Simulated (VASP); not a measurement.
# SnS (Pnma) in VASP: single point with r2SCAN

Aim: the single point of SnS with r2SCAN.

All numbers are computed with VASP 6.6.1; they aren't measurements. Logs are shortened: lines on timing, memory, paths and dates and some standing lists are left out, and cuts for length are marked.

### Step 1. The cell of the first run

The structure is orthorhombic, space group Pnma (No. 62). The conventional cell has a = 11.261 Å, b = 4.041 Å, c = 4.159 Å, α = 90.00°, β = 90.00°, γ = 90.00°. S (site symmetry m) has 6 Sn at 2.56 to 3.51 Å and 4 S at 3.67 Å within 3.7 Å. Within 3.6 Å of Sn (site symmetry m) lie 6 S at 2.56 to 3.51 Å and 2 Sn at 3.49 Å.

### Step 2. Single point, r2SCAN

Input file POSCAR:

```
SnS
1.0
    4.1588265200      0.0000000000      0.0000000000
    0.0000000000     11.2614304900      0.0000000000
    0.0000000000      0.0000000000      4.0412729900
S Sn
4 4
Direct
    0.4810000000      0.8499000000      0.2500000000
    0.5190000000      0.1501000000      0.7500000000
    0.9810000000      0.6501000000      0.7500000000
    0.0190000000      0.3499000000      0.2500000000
    0.0765000000      0.1232000000      0.2500000000
    0.9235000000      0.8768000000      0.7500000000
    0.5765000000      0.3768000000      0.7500000000
    0.4235000000      0.6232000000      0.2500000000
```

Input file INCAR.step1:

```
ALGO = Normal
EDIFF = 1E-5
ENCUT = 550
GGA = PE
GGA_COMPAT = F
ISMEAR = -1
LASPH = T
LCHARG = F
LREAL = F
LWAVE = T
NBANDS = 50
NELM = 120
PREC = Accurate
SIGMA = 0.1
```

Input file INCAR.step2:

```
ALGO = Normal
EDIFF = 1E-6
ENCUT = 550
GGA_COMPAT = F
ISIF = 2
ISMEAR = -1
ISTART = 1
LASPH = T
LCHARG = T
LELF = T
LMIXTAU = T
LREAL = F
LVHAR = T
LWAVE = F
METAGGA = R2SCAN
NBANDS = 50
NELM = 120
PREC = Accurate
SIGMA = 0.1
```

Input file KPOINTS:

```
k-points
0
Gamma
  6 3 6
```

Potentials or basis: VASP PAW PBE potentials, release 64 (S, Sn_d).

Launch:

```sh
$ cat potpaw_PBE.64/S/POTCAR potpaw_PBE.64/Sn_d/POTCAR > POTCAR
$ cp INCAR.step1 INCAR
$ mpirun -np 1 vasp_std > vasp.out
$ cp INCAR.step2 INCAR
$ mpirun -np 1 vasp_std > vasp.out
```

OUTCAR:

```text
EDIFF = 1E-6
   ENCUT = 550
   ISIF = 2
   ISMEAR = -1
   ISTART = 1
   LASPH = T
   LREAL = F
   METAGGA = R2SCAN
   NELM = 120
   PREC = Accurate

 ion  position               nearest neighbor table
   1  0.481  0.850  0.250-   8 2.56   6 2.75   6 2.75   6 3.09   6 3.09
   2  0.519  0.150  0.750-   7 2.56   5 2.75   5 2.75   5 3.09   5 3.09
   3  0.981  0.650  0.750-   6 2.56   8 2.75   8 2.75   8 3.09   8 3.09
   4  0.019  0.350  0.250-   5 2.56   7 2.75   7 2.75   7 3.09   7 3.09
   5  0.077  0.123  0.250-   4 2.56   2 2.75   2 2.75   2 3.09   2 3.09   6 3.49   6 3.49
   6  0.923  0.877  0.750-   3 2.56   1 2.75   1 2.75   1 3.09   1 3.09   5 3.49   5 3.49
   7  0.577  0.377  0.750-   2 2.56   4 2.75   4 2.75   4 3.09   4 3.09   8 3.49   8 3.49
   8  0.423  0.623  0.250-   1 2.56   3 2.75   3 2.75   3 3.09   3 3.09   7 3.49   7 3.49

  LATTYP: Found a simple orthorhombic cell.
 ALAT       =     4.0412729900
 B/A-ratio  =     1.0290882428
 C/A-ratio  =     2.7866047451

  Lattice vectors:

 A1 = (   0.0000000000,   0.0000000000,   4.0412729900)
 A2 = (   4.1588265200,   0.0000000000,   0.0000000000)
 A3 = (   0.0000000000,  11.2614304900,   0.0000000000)

Analysis of symmetry for initial positions (statically):
=====================================================================
 Subroutine PRICEL returns:
 Original cell was already a primitive cell.

 Routine SETGRP: Setting up the symmetry group for a
 simple orthorhombic supercell.

 Subroutine GETGRP returns: Found  8 space group operations
 (whereof  2 operations were pure point group operations)
 out of a pool of  8 trial point group operations.

The static configuration has the point symmetry S_2 .
 The point group associated with its full space group is D_2h.

Analysis of symmetry for dynamics (positions and initial velocities):
=====================================================================
 Subroutine PRICEL returns:
 Original cell was already a primitive cell.

 Routine SETGRP: Setting up the symmetry group for a
 simple orthorhombic supercell.

 Subroutine GETGRP returns: Found  8 space group operations
 (whereof  2 operations were pure point group operations)
 out of a pool of  8 trial point group operations.

The dynamic configuration has the point symmetry S_2 .
 The point group associated with its full space group is D_2h.

 Subroutine INISYM returns: Found  8 space group operations
 (whereof  2 operations are pure point group operations),
 and found     1 'primitive' translations

[... 105 lines left out ...]
   NELM   =    120;   NELMIN=  2; NELMDL=  0     # of ELM steps
   EDIFF  = 0.1E-05   stopping-criterion for ELM
   LREAL  =      F    real-space projection
   EDIFFG = 0.1E-04   stopping-criterion for IOM
   NSW    =      0    number of steps for IOM
   IBRION =     -1    ionic relax: 0-MD 1-quasi-New 2-CG
   NFREE  =      0    steps in history (QN), initial steepest desc. (CG)
   ISIF   =      2    stress and relaxation
   ISYM   =      2    0-nonsym 1-usesym 2-fastsym
   POTIM  = 0.5000    time-step for ionic-motion
   TEBEG  =    0.0;   TEEND  =   0.0 temperature during run
   PSTRESS=    0.0 pullay stress
   NELECT =      80.0000    total number of electrons
   NUPDOWN=      -1.0000    fix difference up-down
   EMIN   =  10.00;   EMAX   =-10.00  energy-range for DOS
   EFERMI =   0.00;   METHOD = LEGACY
   ISMEAR =    -1;   SIGMA  =   0.10  broadening in eV -4-tet -1-fermi 0-gaus
   EFERMI_NEDOS =   21; number of points for ismear=-14 and -15
   IALGO  =     38    algorithm
   IMIX   =      4    mixing-type and parameters
     AMIX     =   0.40;   BMIX     =  1.00
     AMIX_MAG =   1.60;   BMIX_MAG =  1.00
  volume/ion in A,a.u.               =      23.66       159.66
  Fermi-wavevector in a.u.,A,eV,Ry     =   1.228600  2.321718 20.537435  1.509459
  Thomas-Fermi vector in A             =   2.363520
   LORBIT       =      0    0 simple, 1 ext, 2 COOP (PROOUT), +10 PAW based schemes
   METAGGA = R2SCAN    functional components
   LHFCALC =     F    Hartree Fock is set to
   AEXX    =    0.0000 exact exchange contribution
   IVDW    =     0    specifies the selected vdW correction
   LEPSILON=     F    determine dielectric tensor
   LRPA    =     F    only Hartree local field effects (RPA)
 non-spin polarized calculation
  energy-cutoff  :      550.00
  volume of cell :      189.27
 maximum number of plane-waves:      5570
 NGX is ok and might be reduce to    32
   NGX = 15   NGY = 43   NGZ = 15

 number of electron      80.0000007 magnetization

 Free energy of the ion-electron system (eV)
  ---------------------------------------------------
  ext. energy  EPLUGINS =         0.00000000
  ---------------------------------------------------
  free energy    TOTEN  =      -134.69779465 eV

  energy without entropy =     -134.69662595  energy(sigma->0) =     -134.69721030

 E-fermi :   6.9122     XC(G=0): -10.5769

 val. band max:        6.4001683716   @ k =   0.5000   0.3333   0.0000
 cond. band min:       7.2687690904   @ k =   0.0000   0.0000   0.0000
 fundamental gap:      0.8686007188
 Fermi energy:         6.9121770491

 k-point     1 :       0.0000    0.0000    0.0000
  band No.  band energies     occupation
      1     -15.6396      2.00000
      2     -15.6302      2.00000
      3     -15.6226      2.00000
      4     -15.6223      2.00000
      5     -15.6200      2.00000
      6     -15.6125      2.00000
[... 1261 lines left out ...]
     49      12.5492      0.00000
     50      12.5493      0.00000

 [... further k-points ...]
[... 5 lines left out ...]
  --------------------------------------------------------------------------------------
  -------------------------------------------------------------------------------------
  Total        1.4681265      3.3694962      1.1504787      0.0000000      0.0000000      0.0000000
  in kB       12.4277211     28.5228550      9.7388265      0.0000000      0.0000000      0.0000000
  external PRESSURE =      16.8964675 kB  Pullay stress =       0.0000000 kB

 VOLUME and BASIS-vectors are now :
 -----------------------------------------------------------------------------
  energy-cutoff  :      550.00
  volume of cell :      189.27
      direct lattice vectors                 reciprocal lattice vectors
     4.158826520  0.000000000  0.000000000     0.240452444  0.000000000  0.000000000
     0.000000000 11.261430490  0.000000000     0.000000000  0.088798666  0.000000000
     0.000000000  0.000000000  4.041272990     0.000000000  0.000000000  0.247446783

 POSITION                                       TOTAL-FORCE (eV/Angst)
 -----------------------------------------------------------------------------------
      2.00040      9.57109      1.01032         0.188901      0.098762      0.000000
      2.15843      1.69034      3.03095        -0.188901     -0.098762     -0.000000
      4.07981      7.32106      3.03095         0.188901     -0.098762      0.000000
      0.07902      3.94037      1.01032        -0.188901      0.098762     -0.000000
      0.31815      1.38741      1.01032         0.162197     -0.091027     -0.000000
      3.84068      9.87402      3.03095        -0.162197      0.091027     -0.000000
      2.39756      4.24331      3.03095         0.162197      0.091027     -0.000000
      1.76126      7.01812      1.01032        -0.162197     -0.091027      0.000000
 -----------------------------------------------------------------------------------
    total drift:                                0.000000     -0.000000     -0.000000

  FREE ENERGIE OF THE ION-ELECTRON SYSTEM (eV)
  ---------------------------------------------------
  free  energy   TOTEN  =      -134.6977946492 eV

  energy  without entropy=     -134.6966259519  energy(sigma->0) =     -134.69721030
```

OSZICAR.step1:

```text
N       E                     dE             d eps       ncg     rms          rms(c)
DAV:   1     0.924579782350E+03    0.92458E+03   -0.38014E+04  3470   0.224E+03
DAV:   2     0.133565819911E+03   -0.79101E+03   -0.76372E+03  3200   0.643E+02
DAV:   3    -0.238533291197E+02   -0.15742E+03   -0.14925E+03  3770   0.216E+02
DAV:   4    -0.361107397970E+02   -0.12257E+02   -0.12028E+02  3802   0.598E+01
DAV:   5    -0.365961978409E+02   -0.48546E+00   -0.48397E+00  3904   0.124E+01    0.120E+01
DAV:   6    -0.352955733940E+02    0.13006E+01   -0.25644E+00  4444   0.803E+00    0.798E+00
DAV:   7    -0.353129347500E+02   -0.17361E-01   -0.10506E+00  4138   0.366E+00    0.275E+00
DAV:   8    -0.352995794706E+02    0.13355E-01   -0.12859E-01  4334   0.219E+00    0.509E-01
DAV:   9    -0.352995516989E+02    0.27772E-04   -0.16617E-02  4042   0.784E-01    0.156E-01
DAV:  10    -0.352996775416E+02   -0.12584E-03   -0.13688E-03  4316   0.187E-01    0.105E-01
DAV:  11    -0.352997959463E+02   -0.11840E-03   -0.55442E-04  4184   0.127E-01    0.412E-02
DAV:  12    -0.352997679767E+02    0.27970E-04   -0.93553E-05  3594   0.525E-02    0.154E-02
DAV:  13    -0.352997708918E+02   -0.29151E-05   -0.14752E-05  2092   0.166E-02
   1 F= -.35299771E+02 E0= -.35298498E+02  d E =-.254660E-02
```

Run time: 10 min. Hardware: 1 thread of AMD EPYC 9R45 (Zen 5), shared host; peak memory 0.43 GiB.

What came out:

* Free energy: -134.6978 eV
* Pressure: 1.7 GPa
* Largest force: 0.213 eV/Å
* Band gap on the k mesh: 0.87 eV (least direct gap 1.09 eV)

Forces in eV/Å, atoms in the order of the input:
```
S    0.189  0.099  0.000
S   -0.189 -0.099  0.000
S    0.189 -0.099  0.000
S   -0.189  0.099  0.000
Sn   0.162 -0.091  0.000
Sn  -0.162  0.091  0.000
Sn   0.162  0.091  0.000
Sn  -0.162 -0.091  0.000
```

Caveat: the PAW data sets were made with another functional, which shifts forces and pressure a little; spin-orbit coupling is left out, which moves the levels of the heavy elements.
